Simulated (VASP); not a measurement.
# CdS (P6_3mc) in VASP: notebook, part 2 of 2

VASP 6.6.1. Earlier steps stand in the parts before.

### Step 4. Single point, PBEsol (atoms moved along the polar distortion)

Contents of INCAR:

```
SYSTEM = CdS
PREC = Accurate
ENCUT = 630
EDIFF = 1E-6
ISMEAR = 0
SIGMA = 0.01
LREAL = .FALSE.
LASPH = .TRUE.
NELM = 120
ALGO = Normal
ISIF = 2
LWAVE = .FALSE.
LCHARG = .FALSE.
GGA = PS
NBANDS = 34
GGA_COMPAT = .FALSE.
```

Contents of KPOINTS:

```
Automatic mesh
0
G
  9 9 4
  0 0 0
```

Contents of POSCAR:

```
CdS
1.0
    4.1245340297      0.0000000000      0.0000000000
   -2.0622670149      3.5719512485      0.0000000000
    0.0000000000      0.0000000000      6.7092066191
Cd S
2 2
Direct
    0.3333333333      0.6666666667     -0.0183249526
    0.6666666667      0.3333333333      0.4816750474
    0.3333333333      0.6666666667      0.3953249526
    0.6666666667      0.3333333333      0.8953249526
```

Potentials or basis: VASP PAW PBE potentials, release 64 (Cd_sv_GW, S).

Command:

```bash
$ cat potpaw_PBE.64/Cd_sv_GW/POTCAR potpaw_PBE.64/S/POTCAR > POTCAR
$ mpirun -np 1 vasp_std > vasp.out
```

OUTCAR:

```text
SYSTEM = CdS
   PREC = Accurate
   ENCUT = 630
   EDIFF = 1E-6
   ISMEAR = 0
   LREAL = .FALSE.
   LASPH = .TRUE.
   NELM = 120
   ISIF = 2
   GGA = PS

 ion  position               nearest neighbor table
   1  0.333  0.667  0.982-   4 2.45   4 2.45   4 2.45
   2  0.667  0.333  0.482-   3 2.45   3 2.45   3 2.45
   3  0.333  0.667  0.395-   2 2.45   2 2.45   2 2.45
   4  0.667  0.333  0.895-   1 2.45   1 2.45   1 2.45

  LATTYP: Found a hexagonal cell.
 ALAT       =     4.1245340297
 C/A-ratio  =     1.6266580833

  Lattice vectors:

 A1 = (   4.1245340297,   0.0000000000,   0.0000000000)
 A2 = (  -2.0622670149,   3.5719512485,   0.0000000000)
 A3 = (   0.0000000000,   0.0000000000,   6.7092066191)

Analysis of symmetry for initial positions (statically):
=====================================================================
 Subroutine PRICEL returns:
 Original cell was already a primitive cell.

 Routine SETGRP: Setting up the symmetry group for a
 hexagonal supercell.

 Subroutine GETGRP returns: Found 12 space group operations
 (whereof  6 operations were pure point group operations)
 out of a pool of 24 trial point group operations.

The static configuration has the point symmetry C_3v.
 The point group associated with its full space group is C_6v.

Analysis of symmetry for dynamics (positions and initial velocities):
=====================================================================
 Subroutine PRICEL returns:
 Original cell was already a primitive cell.

 Routine SETGRP: Setting up the symmetry group for a
 hexagonal supercell.

 Subroutine GETGRP returns: Found 12 space group operations
 (whereof  6 operations were pure point group operations)
 out of a pool of 24 trial point group operations.

The dynamic configuration has the point symmetry C_3v.
[... 120 lines left out ...]
   EFERMI_NEDOS =   21; number of points for ismear=-14 and -15
   IALGO  =     38    algorithm
   IMIX   =      4    mixing-type and parameters
     AMIX     =   0.40;   BMIX     =  1.00
     AMIX_MAG =   1.60;   BMIX_MAG =  1.00
  volume/ion in A,a.u.               =      24.71       166.76
  Fermi-wavevector in a.u.,A,eV,Ry     =   1.321576  2.497416 23.763428  1.746563
  Thomas-Fermi vector in A             =   2.451320
   LORBIT       =      0    0 simple, 1 ext, 2 COOP (PROOUT), +10 PAW based schemes
   GGA     = PS    functional components
   LHFCALC =     F    Hartree Fock is set to
   AEXX    =    0.0000 exact exchange contribution
   IVDW    =     0    specifies the selected vdW correction
   LEPSILON=     F    determine dielectric tensor
   LRPA    =     F    only Hartree local field effects (RPA)
 non-spin polarized calculation
 Gauss-broadening in eV      SIGMA  =   0.01
  energy-cutoff  :      630.00
  volume of cell :       98.84
 maximum number of plane-waves:      3580
 NGX is ok and might be reduce to    36
   NGX = 17   NGY = 17   NGZ = 27

 number of electron      51.9999983 magnetization

 Free energy of the ion-electron system (eV)
  ---------------------------------------------------
  ext. energy  EPLUGINS =         0.00000000
  ---------------------------------------------------
  free energy    TOTEN  =       -13.60589447 eV

  energy without entropy =      -13.60589447  energy(sigma->0) =      -13.60589447

 E-fermi :   2.8662     XC(G=0):  -9.4986

 val. band max:        2.7656772507   @ k =   0.0000   0.0000   0.0000
 cond. band min:       3.9716067592   @ k =   0.0000   0.0000   0.0000
 fundamental gap:      1.2059295085
 Fermi energy:         2.8661878399

 k-point     1 :       0.0000    0.0000    0.0000
  band No.  band energies     occupation
      1     -98.4869      2.00000
      2     -98.4869      2.00000
      3     -59.5881      2.00000
      4     -59.5875      2.00000
      5     -59.5759      2.00000
      6     -59.5759      2.00000
[... 877 lines left out ...]
     33      12.0932      0.00000
     34      12.0948      0.00000

 [... further k-points ...]

------------------------ aborting loop because EDIFF is reached ----------------------------------------

  FORCE on cell =-STRESS in cart. coord.  units (eV):
  Direction    XX          YY          ZZ          XY          YZ          ZX
  --------------------------------------------------------------------------------------
  -------------------------------------------------------------------------------------
  Total        1.8660735      1.8660735     -1.8996530     -0.0000000     -0.0000000      0.0000000
  in kB       30.2473792     30.2473792    -30.7916725     -0.0000000     -0.0000000      0.0000000
  external PRESSURE =       9.9010287 kB  Pullay stress =       0.0000000 kB

 VOLUME and BASIS-vectors are now :
 -----------------------------------------------------------------------------
  energy-cutoff  :      630.00
  volume of cell :       98.84
      direct lattice vectors                 reciprocal lattice vectors
     4.124534030  0.000000000  0.000000000     0.242451630  0.139979514  0.000000000
    -2.062267015  3.571951249  0.000000000     0.000000000  0.279959028  0.000000000
     0.000000000  0.000000000  6.709206619     0.000000000  0.000000000  0.149048920

 POSITION                                       TOTAL-FORCE (eV/Angst)
 -----------------------------------------------------------------------------------
     -0.00000      2.38130      6.58626         0.000000     -0.000000      0.644881
      2.06227      1.19065      3.23166         0.000000     -0.000000      0.644881
     -0.00000      2.38130      2.65232        -0.000000     -0.000000     -0.644881
      2.06227      1.19065      6.00692        -0.000000      0.000000     -0.644881
 -----------------------------------------------------------------------------------
    total drift:                               -0.000001      0.000000     -0.001527

  FREE ENERGIE OF THE ION-ELECTRON SYSTEM (eV)
  ---------------------------------------------------
  free  energy   TOTEN  =       -13.6058944730 eV

  energy  without entropy=      -13.6058944730  energy(sigma->0) =      -13.60589447
```

OSZICAR:

```text
N       E                     dE             d eps       ncg     rms          rms(c)
DAV:   1     0.119579784215E+04    0.11958E+04   -0.32238E+04  2760   0.207E+03
DAV:   2     0.141014609900E+03   -0.10548E+04   -0.97781E+03  2448   0.815E+02
DAV:   3    -0.490200857549E+01   -0.14592E+03   -0.14293E+03  3896   0.332E+02
DAV:   4    -0.142627993804E+02   -0.93608E+01   -0.93238E+01  3712   0.115E+02
DAV:   5    -0.146455820316E+02   -0.38278E+00   -0.38247E+00  3854   0.226E+01    0.325E+01
DAV:   6    -0.136375128883E+02    0.10081E+01   -0.21720E+00  4410   0.281E+01    0.236E+01
DAV:   7    -0.136760274924E+02   -0.38515E-01   -0.12436E+00  3508   0.889E+00    0.175E+00
DAV:   8    -0.136043158650E+02    0.71712E-01   -0.22928E-01  3950   0.455E+00    0.893E-01
DAV:   9    -0.136057939803E+02   -0.14781E-02   -0.32295E-02  2950   0.166E+00    0.173E-01
DAV:  10    -0.136058223061E+02   -0.28326E-04   -0.15441E-03  3870   0.528E-01    0.661E-02
DAV:  11    -0.136058880722E+02   -0.65766E-04   -0.15536E-04  3734   0.162E-01    0.245E-02
DAV:  12    -0.136058909369E+02   -0.28647E-05   -0.13737E-05  3678   0.706E-02    0.155E-02
DAV:  13    -0.136058945572E+02   -0.36203E-05   -0.65209E-06  2206   0.157E-02    0.880E-03
DAV:  14    -0.136058944730E+02    0.84228E-07   -0.72623E-07  2072   0.163E-02
   1 F= -.13605894E+02 E0= -.13605894E+02  d E =-.465353E-48
```

stdout:

```text
POSCAR found type information on POSCAR CdS
 POSCAR found :  2 types and       4 ions
 scaLAPACK will be used
 -----------------------------------------------------------------------------
|                                                                             |
|                                                                             |
|     You enforced a specific xc type in the INCAR file but a different       |
|     I HOPE YOU KNOW WHAT YOU ARE DOING!                                     |
|                                                                             |
 -----------------------------------------------------------------------------

 LDA part: xc-table for (Slater+PW92), standard interpolation
 POSCAR, INCAR and KPOINTS ok, starting setup
 FFT: planning ... GRIDC
 FFT: planning ... GRID_SOFT
 FFT: planning ... GRID
 WAVECAR not read
 entering main loop
```

Wall time 2.6 min (1 thread of Intel Xeon Platinum 8488C (Sapphire Rapids), shared host); peak memory 0.34 GiB.

Results:

| Property | Result |
| --- | --- |
| Free energy | -13.6059 eV |
| Pressure | 1.0 GPa |
| Largest force | 0.645 eV/Å |
| Band gap on the k mesh | 1.21 eV |

Forces in eV/Å, atoms in the order of the input:
```
Cd   0.000  0.000  0.645
Cd   0.000  0.000  0.645
S    0.000  0.000 -0.645
S    0.000  0.000 -0.645
```

Stress tensor (GPa, compression positive):
```
 3.02  0.00  0.00
 0.00  3.02  0.00
 0.00  0.00 -3.08
```

Levels at points of the mesh, in eV from the valence-band top:
| k point | band 22 | band 23 | band 24 | band 25 | band 26 | band 27 | band 28 | band 29 | band 30 | band 31 |
| --- | --- | --- | --- | --- | --- | --- | --- | --- | --- | --- |
| (0.00, 0.00, 0.00) | -0.59 | -0.59 | -0.09 | 0.00 | 0.00 | 1.21 | 2.36 | 6.37 | 6.37 | 6.93 |
| (0.00, 0.00, 0.50) | -2.26 | -0.30 | -0.30 | -0.30 | -0.30 | 2.62 | 2.62 | 6.00 | 6.00 | 6.65 |

Caveat: the cell differs from its parent crystal (atoms moved along the polar distortion); the stress differs along the axes, from -3 to 3 GPa; the PAW data sets were made with another functional, which shifts forces and pressure a little.

### Step 5. Single point, PBEsol (atoms moved along the polar distortion)

Contents of INCAR:

```
SYSTEM = CdS
  ALGO = Normal
  EDIFF = 1E-6
  ENCUT = 630
  GGA = PS
  GGA_COMPAT = .False.
  ISIF = 2
  ISMEAR = 0
  LASPH = .True.
  LCHARG = .False.
  LREAL = .False.
  LWAVE = .False.
  NBANDS = 34
  NELM = 120
  PREC = Accurate
  SIGMA = 0.01
```

Contents of KPOINTS:

```
k-points
0
Gamma
  9 9 4
  0 0 0
```

Contents of POSCAR:

```
CdS
1.0
    4.1245340297      0.0000000000      0.0000000000
   -2.0622670149      3.5719512485      0.0000000000
    0.0000000000      0.0000000000      6.7092066191
Cd S
2 2
Direct
    0.3333333333      0.6666666667     -0.0368285444
    0.6666666667      0.3333333333      0.4631714556
    0.3333333333      0.6666666667      0.4138285444
    0.6666666667      0.3333333333      0.9138285444
```

Command:

```bash
$ cat potpaw_PBE.64/Cd_sv_GW/POTCAR potpaw_PBE.64/S/POTCAR > POTCAR
$ mpirun -np 1 vasp_std > vasp.out
```

It took 76 s on 1 thread of Intel Xeon 6975P-C (Granite Rapids), shared host; peak memory 0.35 GiB.

It converged, with:

```
Free energy            : -13.2768 eV
Pressure               : 2.7 GPa
Largest force          : 0.597 eV/Å
Band gap on the k mesh : 1.31 eV
```

Forces in eV/Å, atoms in the order of the input:
```
Cd   0.000  0.000  0.597
Cd   0.000  0.000  0.597
S    0.000  0.000 -0.597
S    0.000  0.000 -0.597
```

Stress tensor (GPa, compression positive):
```
 5.71  0.00  0.00
 0.00  5.71  0.00
 0.00  0.00 -3.23
```

Levels at points of the mesh, in eV from the valence-band top:
```
           k point  band 24  band 25  band 26  band 27  band 28  band 29
(0.00, 0.00, 0.00)    -0.26     0.00     0.00     1.31     2.11     6.35
(0.00, 0.00, 0.50)    -0.24    -0.24    -0.24     2.49     2.49     6.11
```

Caveat: the cell differs from its parent crystal (atoms moved along the polar distortion); the stress differs along the axes, from -3 to 6 GPa; the PAW data sets were made with another functional, which shifts forces and pressure a little.

### Step 6. Summary

```tsv
cell	gap on the mesh (eV)	pressure (GPa)	largest force (eV/Å)
as given, atomic positions A	1.33	3.4	0.42
as given, atomic positions B	1.26	1.9	0.68
as given, atomic positions C	1.21	1.0	0.64
as given, atomic positions D	1.31	2.7	0.60
```

Alike in all rows: task single point; level PBEsol; potentials or basis VASP PAW PBE potentials, release 64 (Cd_sv_GW, S); no spin polarisation; k mesh 9 × 9 × 4; cutoff (eV) 630; smearing gaussian 0.01 eV.

Caveats: the PAW data sets were made with another functional, which shifts forces and pressure a little; the stress differs along the axes, from -3 to 7 GPa (at least some runs); the stress differs along the axes, from -3 to 4 GPa (at least some runs); the stress differs along the axes, from -3 to 3 GPa (at least some runs); the stress differs along the axes, from -3 to 6 GPa (at least some runs).

Absolute energies hang on the potentials; compare differences alone.
